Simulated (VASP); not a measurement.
# Pd (Im-3m) in VASP: single point with LDA

Aim: the single point of Pd with LDA.

Program: VASP 6.6.1. These are calculated values, not measurements. Logs are shortened: lines on timing, memory, paths and dates and some standing lists are left out, and cuts for length are marked.

## (1) The cell of the first run

Symmetry: Im-3m, No. 229, cubic system. The conventional cell has a = 2.893 Å, b = 2.893 Å, c = 2.893 Å, α = 90.00°, β = 90.00°, γ = 90.00°. Pd (site symmetry m-3m) has 14 Pd at 2.51 to 2.89 Å within 3.3 Å.

## (2) Single point, LDA (strain -0.080 along x and y, -0.080 along z)

INCAR

```
SYSTEM = Pd
PREC = Accurate ; ENCUT = 520
EDIFF = 1E-6 ; ISMEAR = 0
SIGMA = 0.15 ; LREAL = .False.
LASPH = .True. ; NELM = 60
ALGO = Normal ; ISIF = 2
LWAVE = .False. ; LCHARG = .False.
NBANDS = 11
```

KPOINTS

```
regular mesh
0
Gamma
  22 22 22
  0 0 0
```

POSCAR

```
Pd
1.0
   -1.4464985200      1.4464985200      1.4464985200
    1.4464985200     -1.4464985200      1.4464985200
    1.4464985200      1.4464985200     -1.4464985200
Pd
1
Direct
    0.0000000000      0.0000000000      0.0000000000
```

Potentials or basis: VASP PAW LDA potentials, release 64 (Pd).

Command:

```sh
$ cat potpaw_LDA.64/Pd/POTCAR > POTCAR
$ mpirun -np 1 vasp_std > vasp.out
```

OUTCAR:

```text
SYSTEM = Pd
   PREC = Accurate
   ENCUT = 520
   EDIFF = 1E-6
   ISMEAR = 0
   LREAL = .False.
   LASPH = .True.
   NELM = 60
   ISIF = 2

 ion  position               nearest neighbor table
   1  0.000  0.000  0.000-

  LATTYP: Found a body centered cubic cell.
 ALAT       =     2.8929970400

  Lattice vectors:

 A1 = (  -1.4464985200,   1.4464985200,   1.4464985200)
 A2 = (   1.4464985200,  -1.4464985200,   1.4464985200)
 A3 = (   1.4464985200,   1.4464985200,  -1.4464985200)

Analysis of symmetry for initial positions (statically):
=====================================================================
 Subroutine PRICEL returns:
 Original cell was already a primitive cell.

 Routine SETGRP: Setting up the symmetry group for a
 body centered cubic supercell.

 Subroutine GETGRP returns: Found 48 space group operations
 (whereof 48 operations were pure point group operations)
 out of a pool of 48 trial point group operations.

The static configuration has the point symmetry O_h .

Analysis of symmetry for dynamics (positions and initial velocities):
=====================================================================
 Subroutine PRICEL returns:
 Original cell was already a primitive cell.

 Routine SETGRP: Setting up the symmetry group for a
 body centered cubic supercell.

 Subroutine GETGRP returns: Found 48 space group operations
 (whereof 48 operations were pure point group operations)
 out of a pool of 48 trial point group operations.

The dynamic configuration has the point symmetry O_h .

 Subroutine INISYM returns: Found 48 space group operations
 (whereof 48 operations are pure point group operations),
 and found     1 'primitive' translations

----------------------------------------------------------------------------------------

                                     Primitive cell

  volume of cell :      12.1064

  direct lattice vectors                    reciprocal lattice vectors
    -1.446498520  1.446498520  1.446498520     0.000000000  0.345662296  0.345662296
     1.446498520 -1.446498520  1.446498520     0.345662296  0.000000000  0.345662296
     1.446498520  1.446498520 -1.446498520     0.345662296  0.345662296  0.000000000

  length of vectors
     2.505408930  2.505408930  2.505408930     0.488840307  0.488840307  0.488840307

  position of ions in fractional coordinates (direct lattice)
     0.000000000  0.000000000  0.000000000

  ion indices of the primitive-cell ions
   primitive index   ion index
                 1           1

[... 74 lines left out ...]
   NSW    =      0    number of steps for IOM
   IBRION =     -1    ionic relax: 0-MD 1-quasi-New 2-CG
   NFREE  =      0    steps in history (QN), initial steepest desc. (CG)
   ISIF   =      2    stress and relaxation
   ISYM   =      2    0-nonsym 1-usesym 2-fastsym
   POTIM  = 0.5000    time-step for ionic-motion
   TEBEG  =    0.0;   TEEND  =   0.0 temperature during run
   PSTRESS=    0.0 pullay stress
   NELECT =      10.0000    total number of electrons
   NUPDOWN=      -1.0000    fix difference up-down
   EMIN   =  10.00;   EMAX   =-10.00  energy-range for DOS
   EFERMI =   0.00;   METHOD = LEGACY
   ISMEAR =     0;   SIGMA  =   0.15  broadening in eV -4-tet -1-fermi 0-gaus
   EFERMI_NEDOS =   21; number of points for ismear=-14 and -15
   IALGO  =     38    algorithm
   IMIX   =      4    mixing-type and parameters
     AMIX     =   0.40;   BMIX     =  1.00
     AMIX_MAG =   1.60;   BMIX_MAG =  1.00
  volume/ion in A,a.u.               =      12.11        81.70
  Fermi-wavevector in a.u.,A,eV,Ry     =   1.536043  2.902701 32.101988  2.359430
  Thomas-Fermi vector in A             =   2.642747
   LORBIT       =      0    0 simple, 1 ext, 2 COOP (PROOUT), +10 PAW based schemes
   GGA     = CA    functional components
   LHFCALC =     F    Hartree Fock is set to
   AEXX    =    0.0000 exact exchange contribution
   IVDW    =     0    specifies the selected vdW correction
   LEPSILON=     F    determine dielectric tensor
   LRPA    =     F    only Hartree local field effects (RPA)
 non-spin polarized calculation
 Gauss-broadening in eV      SIGMA  =   0.15
  energy-cutoff  :      520.00
  volume of cell :       12.11
 maximum number of plane-waves:       338
   NGX =  9   NGY =  9   NGZ =  9

 number of electron      10.0000000 magnetization

 number of electron       9.9999997 magnetization

 Free energy of the ion-electron system (eV)
  ---------------------------------------------------
  ext. energy  EPLUGINS =         0.00000000
  ---------------------------------------------------
  free energy    TOTEN  =        -6.12067688 eV

  energy without entropy =       -6.10966800  energy(sigma->0) =       -6.11517244

 E-fermi :  13.3369     XC(G=0): -14.7529

 val. band max:       13.3348597969   @ k =  -0.4091  -0.4545   0.2727
 cond. band min:      13.3390159309   @ k =   0.1818   0.0909   0.0909
 fundamental gap:      0.0041561340
 Fermi energy:        13.3369480833

 k-point     1 :       0.0000    0.0000    0.0000
  band No.  band energies     occupation
      1       4.5072      2.00000
      2       9.3048      2.00000
      3       9.3048      2.00000
      4       9.3048      2.00000
      5      12.0364      2.00000
      6      12.0364      2.00000
      7      32.8698      0.00000
      8      32.8698      0.00000
      9      32.8698      0.00000
     10      38.4902      0.00000
     11      44.0444      0.00000
[... 309 lines left out ...]
 k-point    24 :       0.1364    0.0909    0.0000
  band No.  band energies     occupation
      1       6.0761      2.00000
      2       8.8087      2.00000
      3       9.0489      2.00000
      4      10.8400      2.00000
      5      11.4627      2.00000
      6      12.1913      2.00000
      7      32.3576      0.00000
      8      32.9311      0.00000
      9      34.6460      0.00000
     10      38.3434      0.00000
     11      39.6794      0.00000

 [... further k-points ...]
[... 5 lines left out ...]
  --------------------------------------------------------------------------------------
  -------------------------------------------------------------------------------------
  Total        4.2518550      4.2518550      4.2518550      0.0000000     -0.0000000      0.0000000
  in kB      562.6975847    562.6975847    562.6975847      0.0000000     -0.0000000      0.0000000
  external PRESSURE =     562.6975847 kB  Pullay stress =       0.0000000 kB

 VOLUME and BASIS-vectors are now :
 -----------------------------------------------------------------------------
  energy-cutoff  :      520.00
  volume of cell :       12.11
      direct lattice vectors                 reciprocal lattice vectors
    -1.446498520  1.446498520  1.446498520     0.000000000  0.345662296  0.345662296
     1.446498520 -1.446498520  1.446498520     0.345662296  0.000000000  0.345662296
     1.446498520  1.446498520 -1.446498520     0.345662296  0.345662296  0.000000000

 POSITION                                       TOTAL-FORCE (eV/Angst)
 -----------------------------------------------------------------------------------
      0.00000      0.00000      0.00000        -0.000000      0.000000      0.000000
 -----------------------------------------------------------------------------------
    total drift:                                0.000000     -0.000000      0.000000

  FREE ENERGIE OF THE ION-ELECTRON SYSTEM (eV)
  ---------------------------------------------------
  free  energy   TOTEN  =        -6.1206768772 eV

  energy  without entropy=       -6.1096679966  energy(sigma->0) =       -6.11517244
```

OSZICAR:

```text
N       E                     dE             d eps       ncg     rms          rms(c)
DAV:   1     0.430314806063E+02    0.43031E+02   -0.52986E+03  7280   0.877E+02
DAV:   2    -0.593950835249E+01   -0.48971E+02   -0.47198E+02  7982   0.193E+02
DAV:   3    -0.646167271833E+01   -0.52216E+00   -0.52150E+00  8709   0.216E+01
DAV:   4    -0.646330772774E+01   -0.16350E-02   -0.16348E-02  8942   0.123E+00
DAV:   5    -0.646331939273E+01   -0.11665E-04   -0.11665E-04  9065   0.985E-02    0.142E+01
DAV:   6    -0.616567494518E+01    0.29764E+00   -0.79898E-01  9016   0.765E+00    0.722E+00
DAV:   7    -0.612768640567E+01    0.37989E-01   -0.57189E-02  9128   0.178E+00    0.274E+00
DAV:   8    -0.612067569340E+01    0.70107E-02   -0.41629E-03  8731   0.693E-01    0.116E-01
DAV:   9    -0.612066897708E+01    0.67163E-05   -0.51239E-05  8916   0.688E-02    0.161E-02
DAV:  10    -0.612067691978E+01   -0.79427E-05   -0.26623E-06  9059   0.112E-02    0.377E-03
DAV:  11    -0.612067687719E+01    0.42585E-07   -0.25735E-08  5612   0.143E-03
   1 F= -.61206769E+01 E0= -.61151724E+01  d E =-.110089E-01
```

stdout:

```text
POSCAR found type information on POSCAR Pd
 POSCAR found :  1 types and       1 ions
 scaLAPACK will be used
 LDA part: xc-table for (Slater(with rela. corr.)+CA(PZ))
 , standard interpolation
 POSCAR, INCAR and KPOINTS ok, starting setup
 FFT: planning ... GRIDC
 FFT: planning ... GRID_SOFT
 FFT: planning ... GRID
 WAVECAR not read
 entering main loop
```

Wall time 29 s (1 thread of Intel Xeon 6975P-C, shared host); peak memory 0.16 GiB.

Results:

```
Free energy            : -6.1207 eV
Pressure               : 56.3 GPa
Band gap on the k mesh : zero (band 5 reaches 14.28 eV, above the bottom of band 6 at 11.88 eV)
```

Caveat: the cell differs from its parent crystal (strain -0.080 along x and y, -0.080 along z).
